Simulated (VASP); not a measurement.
# Zn (P6_3/mmc) in VASP: further runs

Runs on Zn. Level: PBEsol. Tasks: relaxation of shape and atoms at fixed volume.

Program: VASP 6.6.1. These are calculated values, not measurements. Logs are shortened: lines on timing, memory, paths and dates and some standing lists are left out, and cuts for length are marked.

**1. The cell of the first run**

Symmetry: P6_3/mmc, No. 194, hexagonal system. Conventional cell: a = 2.564 Å, b = 2.564 Å, c = 4.705 Å, α = 90.00°, β = 90.00°, γ = 120.00°. Zn (site symmetry -6m2) has 12 Zn at 2.56 to 2.78 Å within 3.4 Å.

**2. Relaxation of shape and atoms at fixed volume, PBEsol (13.39 Å³/atom)**

INCAR reads:

```
SYSTEM = Zn
PREC = Accurate
ENCUT = 600
EDIFF = 1E-6
ISMEAR = 0
SIGMA = 0.1
LREAL = .FALSE.
LASPH = .TRUE.
NELM = 80
ALGO = Normal
ISIF = 4
LWAVE = .FALSE.
LCHARG = .FALSE.
GGA = PS
IBRION = 2
NSW = 50
EDIFFG = -0.01
```

KPOINTS reads:

```
regular mesh
0
G
  18 18 8
  0 0 0
```

POSCAR reads:

```
Zn
1.0
    2.5640357632      0.0000000000      0.0000000000
   -1.2820178816      2.2205201071      0.0000000000
    0.0000000000      0.0000000000      4.7047485396
Zn
2
Direct
    0.3333333333      0.6666666667      0.2500000000
    0.6666666667      0.3333333333      0.7500000000
```

Potentials or basis: VASP PAW PBE potentials, release 64 (Zn).

Run with:

```sh
$ cat potpaw_PBE.64/Zn/POTCAR > POTCAR
$ mpirun -np 1 vasp_std > vasp.out
```

OUTCAR:

```text
SYSTEM = Zn
   PREC = Accurate
   ENCUT = 600
   EDIFF = 1E-6
   ISMEAR = 0
   LREAL = .FALSE.
   LASPH = .TRUE.
   NELM = 80
   ISIF = 4
   GGA = PS
   IBRION = 2
   NSW = 50
   EDIFFG = -0.01

 ion  position               nearest neighbor table
   1  0.333  0.667  0.250-   2 2.78   2 2.78   2 2.78   2 2.78   2 2.78   2 2.78
   2  0.667  0.333  0.750-   1 2.78   1 2.78   1 2.78   1 2.78   1 2.78   1 2.78

  LATTYP: Found a hexagonal cell.
 ALAT       =     2.5640357632
 C/A-ratio  =     1.8348997339

  Lattice vectors:

 A1 = (   2.5640357632,   0.0000000000,   0.0000000000)
 A2 = (  -1.2820178816,   2.2205201071,   0.0000000000)
 A3 = (   0.0000000000,   0.0000000000,   4.7047485396)

Analysis of symmetry for initial positions (statically):
=====================================================================
 Subroutine PRICEL returns:
 Original cell was already a primitive cell.

 Routine SETGRP: Setting up the symmetry group for a
 hexagonal supercell.

 Subroutine GETGRP returns: Found 24 space group operations
 (whereof 12 operations were pure point group operations)
 out of a pool of 24 trial point group operations.

The static configuration has the point symmetry D_3d.
 The point group associated with its full space group is D_6h.

Analysis of symmetry for dynamics (positions and initial velocities):
=====================================================================
 Subroutine PRICEL returns:
 Original cell was already a primitive cell.

 Routine SETGRP: Setting up the symmetry group for a
 hexagonal supercell.

 Subroutine GETGRP returns: Found 24 space group operations
 (whereof 12 operations were pure point group operations)
 out of a pool of 24 trial point group operations.

The dynamic configuration has the point symmetry D_3d.
 The point group associated with its full space group is D_6h.

 Subroutine INISYM returns: Found 24 space group operations
 (whereof 12 operations are pure point group operations),
 and found     1 'primitive' translations

----------------------------------------------------------------------------------------

                                     Primitive cell

  volume of cell :      26.7865

  direct lattice vectors                    reciprocal lattice vectors
     2.564035763  0.000000000  0.000000000     0.390010161  0.225172471  0.000000000
    -1.282017882  2.220520107  0.000000000     0.000000000  0.450344943  0.000000000
     0.000000000  0.000000000  4.704748540     0.000000000  0.000000000  0.212551211

  length of vectors
     2.564035763  2.564035763  4.704748540     0.450344943  0.450344943  0.212551211

  position of ions in fractional coordinates (direct lattice)
     0.333333333  0.666666667  0.250000000
     0.666666667  0.333333333  0.750000000

  ion indices of the primitive-cell ions
   primitive index   ion index
                 1           1
                 2           2

----------------------------------------------------------------------------------------

 KPOINTS: regular mesh

Automatic generation of k-mesh.
 Grid dimensions read from file:
 generate k-points for:   18   18    8

 Generating k-lattice:

  Cartesian coordinates                     Fractional coordinates (reciprocal lattice)
     0.021667231  0.012509582  0.000000000     0.055555556 -0.000000000  0.000000000
     0.000000000  0.025019163  0.000000000     0.000000000  0.055555556  0.000000000
     0.000000000  0.000000000  0.026568901     0.000000000  0.000000000  0.125000000

  Length of vectors
     0.025019163  0.025019163  0.026568901

  Shift w.r.t. Gamma in fractional coordinates (k-lattice)
     0.000000000  0.000000000  0.000000000

 Subroutine IBZKPT returns following result:
 ===========================================

 Found    185 irreducible k-points:

 Following reciprocal coordinates:
            Coordinates               Weight
  0.000000  0.000000  0.000000      1.000000
  0.055556  0.000000  0.000000      6.000000
  0.111111  0.000000  0.000000      6.000000
  0.166667  0.000000  0.000000      6.000000
  0.222222  0.000000  0.000000      6.000000
  0.277778  0.000000  0.000000      6.000000
[... 16 lines left out ...]
  0.333333  0.111111  0.000000     12.000000
  0.388889  0.111111  0.000000     12.000000
 [... further k-points ...]
   k-points           NKPTS =    185   k-points in BZ     NKDIM =    185   number of bands    NBANDS=     16
   number of dos      NEDOS =    301   number of ions     NIONS =      2
   total plane-waves  NPLWV =  16000
   dimension x,y,z NGX =    20 NGY =   20 NGZ =   40
   dimension x,y,z NGXF=    40 NGYF=   40 NGZF=   80
   ions per type =               2
   NGX,Y,Z   is equivalent  to a cutoff of  12.97, 12.97, 14.13 a.u.
   NGXF,Y,Z  is equivalent  to a cutoff of  25.94, 25.94, 28.27 a.u.
 SYSTEM =  Zn
   PREC   = accura    normal or accurate (medium, high low for compatibility)
   ISTART =      0    job   : 0-new  1-cont  2-samecut
   ICHARG =      2    charge: 1-file 2-atom 10-const
   ISPIN  =      1    spin polarized calculation?
   LNONCOLLINEAR =      F non collinear calculations
   LSORBIT =      F    spin-orbit coupling
   LASPH  =      T    aspherical Exc in radial PAW
   ENCUT  =  600.0 eV  44.10 Ry    6.64 a.u.   5.12  5.12  9.40*2*pi/ulx,y,z
   NELM   =     80;   NELMIN=  2; NELMDL= -5     # of ELM steps
   EDIFF  = 0.1E-05   stopping-criterion for ELM
   LREAL  =      F    real-space projection
   EDIFFG = -.1E-01   stopping-criterion for IOM
   NSW    =     50    number of steps for IOM
   IBRION =      2    ionic relax: 0-MD 1-quasi-New 2-CG
   NFREE  =      1    steps in history (QN), initial steepest desc. (CG)
   ISIF   =      4    stress and relaxation
   ISYM   =      2    0-nonsym 1-usesym 2-fastsym
   POTIM  = 0.5000    time-step for ionic-motion
   TEBEG  =    0.0;   TEEND  =   0.0 temperature during run
   PSTRESS=    0.0 pullay stress
   NELECT =      24.0000    total number of electrons
   NUPDOWN=      -1.0000    fix difference up-down
   EMIN   =  10.00;   EMAX   =-10.00  energy-range for DOS
   EFERMI =   0.00;   METHOD = LEGACY
   ISMEAR =     0;   SIGMA  =   0.10  broadening in eV -4-tet -1-fermi 0-gaus
   EFERMI_NEDOS =   21; number of points for ismear=-14 and -15
   IALGO  =     38    algorithm
   IMIX   =      4    mixing-type and parameters
     AMIX     =   0.40;   BMIX     =  1.00
     AMIX_MAG =   1.60;   BMIX_MAG =  1.00
  volume/ion in A,a.u.               =      13.39        90.38
  Fermi-wavevector in a.u.,A,eV,Ry     =   1.578242  2.982444 33.890028  2.490847
  Thomas-Fermi vector in A             =   2.678802
   LORBIT       =      0    0 simple, 1 ext, 2 COOP (PROOUT), +10 PAW based schemes
   GGA     = PS    functional components
   LHFCALC =     F    Hartree Fock is set to
   AEXX    =    0.0000 exact exchange contribution
   IVDW    =     0    specifies the selected vdW correction
   LEPSILON=     F    determine dielectric tensor
   LRPA    =     F    only Hartree local field effects (RPA)
 conjugate gradient relaxation of ions
 non-spin polarized calculation
 Gauss-broadening in eV      SIGMA  =   0.10
  energy-cutoff  :      600.00
  volume of cell :       26.79
 maximum number of plane-waves:       907
   NGX = 11   NGY = 11   NGZ = 19

--------------------------------------- Ionic step        1  -------------------------------------------

 number of electron      24.0000001 magnetization

 Free energy of the ion-electron system (eV)
  ---------------------------------------------------
  ext. energy  EPLUGINS =         0.00000000
  ---------------------------------------------------
  free energy    TOTEN  =        -3.13988898 eV

  energy without entropy =       -3.13776466  energy(sigma->0) =       -3.13882682

------------------------ aborting loop because EDIFF is reached ----------------------------------------

  FORCE on cell =-STRESS in cart. coord.  units (eV):
  Direction    XX          YY          ZZ          XY          YZ          ZX
  --------------------------------------------------------------------------------------
  -------------------------------------------------------------------------------------
  Total        1.1491435      1.1491435      0.9075013     -0.0000000      0.0000000      0.0000000
  in kB       68.7336897     68.7336897     54.2803514     -0.0000000      0.0000000      0.0000000
  external PRESSURE =      63.9159102 kB  Pullay stress =       0.0000000 kB
[... 57 lines left out ...]
  energy  without entropy=       -3.1387816942  energy(sigma->0) =       -3.13971121

--------------------------------------- Ionic step        3  -------------------------------------------

 number of electron      24.0000006 magnetization

 Free energy of the ion-electron system (eV)
  ---------------------------------------------------
  ext. energy  EPLUGINS =         0.00000000
  ---------------------------------------------------
  free energy    TOTEN  =        -3.14093520 eV

  energy without entropy =       -3.13898393  energy(sigma->0) =       -3.13995957

 E-fermi :   4.0053     XC(G=0): -12.3899

 val. band max:        3.9724966395   @ k =   0.3333   0.2778   0.1250
 cond. band min:       4.0117162592   @ k =   0.3889   0.0000   0.0000
 fundamental gap:      0.0392196197
 Fermi energy:         4.0053119346

 k-point     1 :       0.0000    0.0000    0.0000
  band No.  band energies     occupation
      1      -7.5775      2.00000
      2      -5.2708      2.00000
      3      -4.3551      2.00000
      4      -4.1037      2.00000
      5      -4.1037      2.00000
      6      -4.0309      2.00000
[... 8 lines left out ...]
     15      22.5073      0.00000
     16      22.5073      0.00000
[... 420 lines left out ...]
  band No.  band energies     occupation
      1      -4.9011      2.00000
      2      -4.8003      2.00000
      3      -4.7112      2.00000
      4      -4.1017      2.00000
      5      -3.9894      2.00000
      6      -3.9482      2.00000
[... 8 lines left out ...]
     15      10.2463      0.00000
     16      11.1537      0.00000

 [... further k-points ...]

------------------------ aborting loop because EDIFF is reached ----------------------------------------

  FORCE on cell =-STRESS in cart. coord.  units (eV):
  Direction    XX          YY          ZZ          XY          YZ          ZX
  --------------------------------------------------------------------------------------
  -------------------------------------------------------------------------------------
  Total        1.0369543      1.0369543      1.0169469      0.0000000      0.0000000      0.0000000
  in kB       62.0233149     62.0233149     60.8266140      0.0000000      0.0000000      0.0000000
  external PRESSURE =      61.6244146 kB  Pullay stress =       0.0000000 kB
[... 17 lines left out ...]
  FREE ENERGIE OF THE ION-ELECTRON SYSTEM (eV)
  ---------------------------------------------------
  free  energy   TOTEN  =        -3.1409352012 eV

  energy  without entropy=       -3.1389839306  energy(sigma->0) =       -3.13995957

 reached required accuracy - stopping structural energy minimisation
```

Run time: 2.2 min. Hardware: 1 thread of Intel Xeon Platinum 8259CL at 2.50GHz (Skylake/Cascade Lake), shared host; peak memory 0.2 GiB.

Results:

| Quantity | Value |
| --- | --- |
| Free energy | -3.1409 eV |
| Energy gained by relaxing | 0.5 meV/atom |
| Ionic steps | 3 |
| Pressure after relaxing | 6.2 GPa |
| Band gap on the k mesh | zero (bands 12 and 13 overlap by 4.20 eV) |

The path:
```
step  energy change (eV)  largest force (eV/Å)  pressure (GPa)  volume (Å³)
   1              0.0000                0.0000            6.39        26.79
   2             -0.0008                0.0000            6.29        26.79
   3             -0.0010                0.0000            6.16        26.79
```

Final structure:
```
Zn
1.0
     2.57449    0.00000    0.00000
    -1.28724    2.22957    0.00000
     0.00000    0.00000    4.66663
Zn
2
Direct
  0.33333 0.66667 0.25000
  0.66667 0.33333 0.75000
```

Caveat: the PAW data sets were made with another functional, which shifts forces and pressure a little.

**3. Relaxation of shape and atoms at fixed volume, PBEsol (13.82 Å³/atom)**

This run uses another cell than the first one, of 13.82 Å³/atom.

INCAR reads:

```
SYSTEM = Zn
ALGO = Fast
EDIFF = 1E-6
EDIFFG = -0.01
ENCUT = 600
GGA = PS
IBRION = 2
ISIF = 4
ISMEAR = 0
LASPH = .True.
LCHARG = .False.
LREAL = .False.
LWAVE = .False.
NELM = 60
NSW = 50
PREC = Accurate
SIGMA = 0.1
```

KPOINTS reads:

```
k-points
0
Gamma
  18 18 8
  0 0 0
```

POSCAR reads:

```
Zn
1.0
    2.5664904204      0.0000000000      0.0000000000
   -1.2832452102      2.2226459026      0.0000000000
    0.0000000000      0.0000000000      4.8456178280
Zn
2
Direct
    0.3333333333      0.6666666667      0.2500000000
    0.6666666667      0.3333333333      0.7500000000
```

Potentials or basis: VASP PAW PBE potentials, release 64 (Zn).

Run with:

```sh
$ cat potpaw_PBE.64/Zn/POTCAR > POTCAR
$ mpirun -np 1 vasp_std > vasp.out
```

Run time: 4.7 min. Hardware: 1 thread of Intel Xeon Platinum 8259CL at 2.50GHz (Skylake/Cascade Lake), shared host; peak memory 0.22 GiB.

It converged, with:

| Item | Value |
| --- | --- |
| Free energy | -3.1644 eV |
| Energy gained by relaxing | 1.7 meV/atom |
| Ionic steps | 5 |
| Pressure after relaxing | 2.8 GPa |
| Band gap on the k mesh | zero (bands 12 and 13 overlap by 4.37 eV) |

The path:
```
step  energy change (eV)  largest force (eV/Å)  pressure (GPa)  volume (Å³)
   1              0.0000                0.0000            3.52        27.64
   2             -0.0013                0.0000            3.34        27.64
   3             -0.0032                0.0000            2.97        27.64
   4             -0.0033                0.0000            2.49        27.64
   5             -0.0033                0.0000            2.78        27.64
```

Final structure:
```cif
data_structure
_symmetry_space_group_name_H-M 'P 1'
_symmetry_Int_Tables_number 1
_cell_length_a 2.5942
_cell_length_b 2.5942
_cell_length_c 4.7428
_cell_angle_alpha 90.000
_cell_angle_beta 90.000
_cell_angle_gamma 120.000
_cell_volume 27.64
loop_
_atom_site_label
_atom_site_type_symbol
_atom_site_fract_x
_atom_site_fract_y
_atom_site_fract_z
_atom_site_occupancy
Zn1 Zn 0.33333 0.66667 0.25000 1
Zn2 Zn 0.66667 0.33333 0.75000 1
```

Levels at points of the mesh, in eV from the Fermi level:
| k point | band 9 | band 10 | band 11 | band 12 | band 13 | band 14 | band 15 | band 16 |
| --- | --- | --- | --- | --- | --- | --- | --- | --- |
| (0.00, 0.00, 0.00) | -7.61 | -7.34 | -7.34 | -4.20 | -2.90 | 14.92 | 18.23 | 18.54 |
| (0.50, 0.00, 0.00) | -7.15 | -7.12 | -3.34 | -2.43 | 2.84 | 3.50 | 4.65 | 5.84 |
| (0.00, 0.00, 0.50) | -7.45 | -7.45 | -7.45 | -7.45 | 5.08 | 5.08 | 19.69 | 19.69 |
| (0.50, 0.00, 0.50) | -7.13 | -7.13 | -2.33 | -2.33 | 0.16 | 0.16 | 10.86 | 10.86 |

Caveat: the PAW data sets were made with another functional, which shifts forces and pressure a little.

**4. Relaxation of shape and atoms at fixed volume, PBEsol (14.68 Å³/atom)**

This run uses another cell than the first one, of 14.68 Å³/atom.

INCAR reads:

```
PREC = Accurate
ENCUT = 600
EDIFF = 1E-6
ISMEAR = 0
SIGMA = 0.1
LREAL = F
LASPH = T
NELM = 100
ALGO = Fast
ISIF = 4
LWAVE = F
LCHARG = F
GGA = PS
IBRION = 2
NSW = 50
EDIFFG = -0.01
```

KPOINTS reads:

```
Automatic mesh
0
Gamma
  18 18 8
```

POSCAR reads:

```
Zn
1.0
    2.6183526846      0.0000000000      0.0000000000
   -1.3091763423      2.2675599410      0.0000000000
    0.0000000000      0.0000000000      4.9435354786
Zn
2
Direct
    0.3333333333      0.6666666667      0.2500000000
    0.6666666667      0.3333333333      0.7500000000
```

Run with:

```sh
$ cat potpaw_PBE.64/Zn/POTCAR > POTCAR
$ mpirun -np 1 vasp_std > vasp.out
```

It took 3.1 min on 1 thread of Intel Xeon Platinum 8259CL at 2.50GHz (Skylake/Cascade Lake), shared host; peak memory 0.22 GiB.

It converged, with:

```yaml
Free_energy: -3.1680 eV
Energy_gained_by_relaxing: 0.5 meV/atom
Ionic_steps: 3
Pressure_after_relaxing: -1.7 GPa
Band_gap_on_the_k_mesh: zero (bands 12 and 13 overlap by 5.17 eV)
```

Stress tensor (GPa, compression positive):
```
-1.66  0.00  0.00
 0.00 -1.66  0.00
 0.00  0.00 -1.82
```

The path:
```tsv
step	energy change (eV)	largest force (eV/Å)	pressure (GPa)	volume (Å³)
1	0.0000	0.0000	-2.18	29.35
2	-0.0005	0.0000	-1.91	29.35
3	-0.0010	0.0000	-1.72	29.35
```

Final structure:
```
CELL_PARAMETERS angstrom
2.60254 0.00000 0.00000
-1.30127 2.25387 0.00000
0.00000 0.00000 5.00378
ATOMIC_POSITIONS crystal
Zn 0.33333 0.66667 0.25000
Zn 0.66667 0.33333 0.75000
```

Levels at points of the mesh, in eV from the Fermi level:
```csv
k point,band 8,band 9,band 10,band 11,band 12,band 13,band 14,band 15,band 16
"(0.00, 0.00, 0.00)",-7.34,-7.34,-7.16,-7.16,-4.02,-3.44,12.72,16.60,18.59
"(0.50, 0.00, 0.00)",-7.19,-6.94,-6.92,-2.88,-2.05,2.46,3.55,4.09,5.71
"(0.00, 0.00, 0.50)",-7.79,-7.24,-7.24,-7.24,-7.24,4.00,4.00,19.86,19.86
"(0.50, 0.00, 0.50)",-7.20,-6.93,-6.93,-1.97,-1.97,0.30,0.30,9.87,9.87
```

Caveat: the PAW data sets were made with another functional, which shifts forces and pressure a little.

**5. Relaxation of shape and atoms at fixed volume, PBEsol (15.10 Å³/atom)**

This run uses another cell than the first one, of 15.10 Å³/atom.

INCAR reads:

```
SYSTEM = Zn
ALGO = Normal
EDIFF = 1E-7
EDIFFG = -0.01
ENCUT = 600
GGA = PS
IBRION = 2
ISIF = 4
ISMEAR = 0
LASPH = .True.
LCHARG = .False.
LREAL = .False.
LWAVE = .False.
NELM = 100
NSW = 50
PREC = Accurate
SIGMA = 0.1
```

KPOINTS reads:

```
k-points
0
Gamma
  18 18 8
  0 0 0
```

POSCAR reads:

```
Zn
1.0
    2.6263070844      0.0000000000      0.0000000000
   -1.3131535422      2.2744486533      0.0000000000
    0.0000000000      0.0000000000      5.0567510613
Zn
2
Direct
    0.3333333333      0.6666666667      0.2500000000
    0.6666666667      0.3333333333      0.7500000000
```

Run with:

```sh
$ cat potpaw_PBE.64/Zn/POTCAR > POTCAR
$ mpirun -np 1 vasp_std > vasp.out
```

Wall time 3.1 min (1 thread of Intel Xeon Platinum 8259CL at 2.50GHz (Skylake/Cascade Lake), shared host); peak memory 0.23 GiB.

The run converged. Its results:

```
Free energy               : -3.1544 eV
Energy gained by relaxing : 0.4 meV/atom
Ionic steps               : 3
Pressure after relaxing   : -3.5 GPa
Band gap on the k mesh    : zero (bands 12 and 13 overlap by 5.34 eV)
```

Stress tensor (GPa, compression positive):
```
-3.44  0.00  0.00
 0.00 -3.44  0.00
 0.00  0.00 -3.58
```

The path:
```csv
step,energy change (eV),largest force (eV/Å),pressure (GPa),volume (Å³)
1,0.0000,0.0000,-3.85,30.21
2,-0.0005,0.0000,-3.71,30.21
3,-0.0008,0.0000,-3.49,30.21
```

Final structure:
```cif
data_structure
_symmetry_space_group_name_H-M 'P 1'
_symmetry_Int_Tables_number 1
_cell_length_a 2.6152
_cell_length_b 2.6152
_cell_length_c 5.0998
_cell_angle_alpha 90.000
_cell_angle_beta 90.000
_cell_angle_gamma 120.000
_cell_volume 30.21
loop_
_atom_site_label
_atom_site_type_symbol
_atom_site_fract_x
_atom_site_fract_y
_atom_site_fract_z
_atom_site_occupancy
Zn1 Zn 0.33333 0.66667 0.25000 1
Zn2 Zn 0.66667 0.33333 0.75000 1
```

Levels at points of the mesh, in eV from the Fermi level:
```csv
k point,band 10,band 11,band 12,band 13,band 14,band 15
"(0.00, 0.00, 0.00)",-7.03,-7.03,-3.84,-3.52,12.12,16.00
"(0.50, 0.00, 0.00)",-6.80,-2.66,-1.88,2.39,3.62,3.94
"(0.00, 0.00, 0.50)",-7.11,-7.11,-7.11,3.75,3.75,19.77
"(0.50, 0.00, 0.50)",-6.80,-1.77,-1.77,0.37,0.37,9.61
```

Caveat: the PAW data sets were made with another functional, which shifts forces and pressure a little.

**6. The runs side by side**

| cell | gap on the mesh (eV) | pressure (GPa) |
| --- | --- | --- |
| relaxed from a = 2.564, b = 2.564, c = 4.705 Å, angles 90.0, 90.0, 120.0°, 2 atoms | none | 6.2 |
| relaxed from a = 2.566, b = 2.566, c = 4.846 Å, angles 90.0, 90.0, 120.0°, 2 atoms | none | 2.8 |
| relaxed from a = 2.618, b = 2.618, c = 4.944 Å, angles 90.0, 90.0, 120.0°, 2 atoms | none | -1.7 |
| relaxed from a = 2.626, b = 2.626, c = 5.057 Å, angles 90.0, 90.0, 120.0°, 2 atoms | none | -3.5 |

Alike in all rows: task relaxation of shape and atoms at fixed volume; level PBEsol; potentials or basis VASP PAW PBE potentials, release 64 (Zn); no spin polarisation; k mesh 18 × 18 × 8; cutoff (eV) 600; smearing gaussian 0.1 eV.

Caveats: the PAW data sets were made with another functional, which shifts forces and pressure a little.

Absolute energies hang on the potentials; compare differences alone.

The gap in the log of VASP goes by the Fermi energy; the results here count the filled bands.